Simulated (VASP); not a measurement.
# CeO2 (fluorite type) in VASP: a series of runs

CeO2 (fluorite type) is run at these levels: PBE, r2SCAN; tasks: single point.

All numbers are computed with VASP 6.6.1; they aren't measurements. Logs are shortened: lines on timing, memory, paths and dates and some standing lists are left out, and cuts for length are marked.

**1. The cell of the first run**

It takes space group R3m (No. 160, trigonal). Conventional cell: a = 3.861 Å, b = 3.861 Å, c = 9.457 Å, α = 90.00°, β = 90.00°, γ = 120.00°. Within 3.0 Å of Ce (site symmetry 3m) lie 8 O at 2.30 to 2.42 Å. Within 3.0 Å of O (site symmetry 3m) lie 4 Ce at 2.30 to 2.38 Å and 6 O at 2.73 Å. O (site symmetry 3m) has 4 Ce at 2.34 to 2.42 Å and 6 O at 2.73 Å within 3.1 Å.

**2. Single point, PBE**

Contents of INCAR:

```
SYSTEM = CeO2
ALGO = Normal ; EDIFF = 1E-7
ENCUT = 520 ; GGA = PE
ISIF = 2 ; ISMEAR = -1
LASPH = .True. ; LCHARG = .False.
LREAL = .False. ; LWAVE = .False.
NBANDS = 19 ; NELM = 60
PREC = Accurate ; SIGMA = 0.05
```

Contents of KPOINTS:

```
k-points
0
Gamma
  4 4 4
  0 0 0
```

Contents of POSCAR:

```
CeO2
1.0
    0.0000000000      2.7300000000      2.7300000000
    2.7300000000      0.0000000000      2.7300000000
    2.7300000000      2.7300000000      0.0000000000
Ce O
1 2
Direct
    0.0063445085      0.0063445085      0.0063445085
    0.2500000000      0.2500000000      0.2500000000
    0.7500000000      0.7500000000      0.7500000000
```

Potentials or basis: VASP PAW PBE potentials, release 64 (Ce, O).

The run is started by

```bash
$ cat potpaw_PBE.64/Ce/POTCAR potpaw_PBE.64/O/POTCAR > POTCAR
$ mpirun -np 1 vasp_std > vasp.out
```

OUTCAR:

```text
SYSTEM = CeO2
   EDIFF = 1E-7
   ENCUT = 520
   GGA = PE
   ISIF = 2
   ISMEAR = -1
   LASPH = .True.
   LREAL = .False.
   NELM = 60
   PREC = Accurate

 ion  position               nearest neighbor table
   1  0.006  0.006  0.006-   2 2.30   3 2.34   3 2.34   3 2.34   2 2.38   2 2.38   2 2.38   3 2.42

   2  0.250  0.250  0.250-   1 2.30   1 2.38   1 2.38   1 2.38
   3  0.750  0.750  0.750-   1 2.34   1 2.34   1 2.34   1 2.42

  LATTYP: Found a face centered cubic cell.
 ALAT       =     5.4600000000

  Lattice vectors:

 A1 = (   0.0000000000,   2.7300000000,   2.7300000000)
 A2 = (   2.7300000000,   0.0000000000,   2.7300000000)
 A3 = (   2.7300000000,   2.7300000000,   0.0000000000)

Analysis of symmetry for initial positions (statically):
=====================================================================
 Subroutine PRICEL returns:
 Original cell was already a primitive cell.

 Routine SETGRP: Setting up the symmetry group for a
 face centered cubic supercell.

 Subroutine GETGRP returns: Found  6 space group operations
 (whereof  6 operations were pure point group operations)
 out of a pool of 48 trial point group operations.

The static configuration has the point symmetry C_3v.

Analysis of symmetry for dynamics (positions and initial velocities):
=====================================================================
 Subroutine PRICEL returns:
 Original cell was already a primitive cell.

 Routine SETGRP: Setting up the symmetry group for a
 face centered cubic supercell.

 Subroutine GETGRP returns: Found  6 space group operations
 (whereof  6 operations were pure point group operations)
 out of a pool of 48 trial point group operations.

The dynamic configuration has the point symmetry C_3v.

 Subroutine INISYM returns: Found  6 space group operations
 (whereof  6 operations are pure point group operations),
 and found     1 'primitive' translations

----------------------------------------------------------------------------------------

                                     Primitive cell

  volume of cell :      40.6928

  direct lattice vectors                    reciprocal lattice vectors
     0.000000000  2.730000000  2.730000000    -0.183150183  0.183150183  0.183150183
     2.730000000  0.000000000  2.730000000     0.183150183 -0.183150183  0.183150183
     2.730000000  2.730000000  0.000000000     0.183150183  0.183150183 -0.183150183

  length of vectors
     3.860803025  3.860803025  3.860803025     0.317225423  0.317225423  0.317225423

[... 70 lines left out ...]
   EDIFF  = 0.1E-06   stopping-criterion for ELM
   LREAL  =      F    real-space projection
   EDIFFG = 0.1E-05   stopping-criterion for IOM
   NSW    =      0    number of steps for IOM
   IBRION =     -1    ionic relax: 0-MD 1-quasi-New 2-CG
   NFREE  =      0    steps in history (QN), initial steepest desc. (CG)
   ISIF   =      2    stress and relaxation
   ISYM   =      2    0-nonsym 1-usesym 2-fastsym
   POTIM  = 0.5000    time-step for ionic-motion
   TEBEG  =    0.0;   TEEND  =   0.0 temperature during run
   PSTRESS=    0.0 pullay stress
   NELECT =      24.0000    total number of electrons
   NUPDOWN=      -1.0000    fix difference up-down
   EMIN   =  10.00;   EMAX   =-10.00  energy-range for DOS
   EFERMI =   0.00;   METHOD = LEGACY
   ISMEAR =    -1;   SIGMA  =   0.05  broadening in eV -4-tet -1-fermi 0-gaus
   EFERMI_NEDOS =   21; number of points for ismear=-14 and -15
   IALGO  =     38    algorithm
   IMIX   =      4    mixing-type and parameters
     AMIX     =   0.40;   BMIX     =  1.00
     AMIX_MAG =   1.60;   BMIX_MAG =  1.00
  volume/ion in A,a.u.               =      13.56        91.54
  Fermi-wavevector in a.u.,A,eV,Ry     =   1.372901  2.594407 25.645044  1.884858
  Thomas-Fermi vector in A             =   2.498466
   LORBIT       =      0    0 simple, 1 ext, 2 COOP (PROOUT), +10 PAW based schemes
   GGA     = PE    functional components
   LHFCALC =     F    Hartree Fock is set to
   AEXX    =    0.0000 exact exchange contribution
   IVDW    =     0    specifies the selected vdW correction
   LEPSILON=     F    determine dielectric tensor
   LRPA    =     F    only Hartree local field effects (RPA)
 non-spin polarized calculation
  energy-cutoff  :      520.00
  volume of cell :       40.69
 maximum number of plane-waves:      1106
 NGX is ok and might be reduce to    30
   NGX = 15   NGY = 15   NGZ = 15

 number of electron      23.9999991 magnetization

 Free energy of the ion-electron system (eV)
  ---------------------------------------------------
  ext. energy  EPLUGINS =         0.00000000
  ---------------------------------------------------
  free energy    TOTEN  =       -26.21806076 eV

  energy without entropy =      -26.21806076  energy(sigma->0) =      -26.21806076

 E-fermi :   5.9941     XC(G=0): -11.1785

 val. band max:        5.0589720979   @ k =   0.2500   0.2500   0.5000
 cond. band min:       6.9434866074   @ k =   0.5000   0.0000   0.0000
 fundamental gap:      1.8845145095
 Fermi energy:         5.9940645249

 k-point     1 :       0.0000    0.0000    0.0000
  band No.  band energies     occupation
      1     -27.4027      2.00000
      2     -11.2230      2.00000
      3     -10.2689      2.00000
      4      -9.5787      2.00000
      5      -9.5787      2.00000
      6      -9.5686      2.00000
[... 263 lines left out ...]
      6      -7.8488      2.00000
[... 11 lines left out ...]
     18       7.3867      0.00000
     19       8.0995      0.00000

------------------------ aborting loop because EDIFF is reached ----------------------------------------

  FORCE on cell =-STRESS in cart. coord.  units (eV):
  Direction    XX          YY          ZZ          XY          YZ          ZX
  --------------------------------------------------------------------------------------
  -------------------------------------------------------------------------------------
  Total        0.1552634      0.1552634      0.1552634      0.0093048      0.0093048      0.0093048
  in kB        6.1131018      6.1131018      6.1131018      0.3663548      0.3663548      0.3663548
  external PRESSURE =       6.1131018 kB  Pullay stress =       0.0000000 kB

 VOLUME and BASIS-vectors are now :
 -----------------------------------------------------------------------------
  energy-cutoff  :      520.00
  volume of cell :       40.69
      direct lattice vectors                 reciprocal lattice vectors
     0.000000000  2.730000000  2.730000000    -0.183150183  0.183150183  0.183150183
     2.730000000  0.000000000  2.730000000     0.183150183 -0.183150183  0.183150183
     2.730000000  2.730000000  0.000000000     0.183150183  0.183150183 -0.183150183

 POSITION                                       TOTAL-FORCE (eV/Angst)
 -----------------------------------------------------------------------------------
      0.03464      0.03464      0.03464        -0.222207     -0.222207     -0.222207
      1.36500      1.36500      1.36500         0.121182      0.121182      0.121182
      4.09500      4.09500      4.09500         0.101025      0.101025      0.101025
 -----------------------------------------------------------------------------------
    total drift:                               -0.000020     -0.000020     -0.000020

  FREE ENERGIE OF THE ION-ELECTRON SYSTEM (eV)
  ---------------------------------------------------
  free  energy   TOTEN  =       -26.2180607623 eV

  energy  without entropy=      -26.2180607565  energy(sigma->0) =      -26.21806076
```

Run time: 13 s. Hardware: 1 thread of Intel Xeon 6975P-C (Granite Rapids), shared host; peak memory 0.18 GiB.

What came out:

```yaml
Free_energy: -26.2181 eV
Pressure: 0.6 GPa
Largest_force: 0.385 eV/Å
Band_gap_on_the_k_mesh: 1.88 eV (least direct gap 1.98 eV)
```

Forces in eV/Å, atoms in the order of the input:
```
Ce  -0.222 -0.222 -0.222
O    0.121  0.121  0.121
O    0.101  0.101  0.101
```

Levels at points of the mesh, in eV from the valence-band top:
| k point | band 10 | band 11 | band 12 | band 13 | band 14 | band 15 |
| --- | --- | --- | --- | --- | --- | --- |
| (0.00, 0.00, 0.00) | -0.58 | -0.58 | -0.57 | 2.19 | 2.19 | 2.19 |
| (0.50, 0.00, 0.00) | -1.19 | -0.78 | -0.76 | 1.88 | 2.05 | 2.06 |
| (0.50, 0.50, 0.50) | -1.19 | -0.77 | -0.77 | 1.89 | 2.06 | 2.06 |
| (0.50, 0.50, 0.00) | -0.83 | -0.74 | -0.49 | 1.93 | 2.01 | 2.01 |

Caveat: the k points lie up to 0.50 Å⁻¹ apart; spin-orbit coupling is left out, which moves the levels of the heavy elements; semilocal functionals describe open f shells poorly, which spoils levels, moments and volumes.

(Part 1 of 2 ends here.)
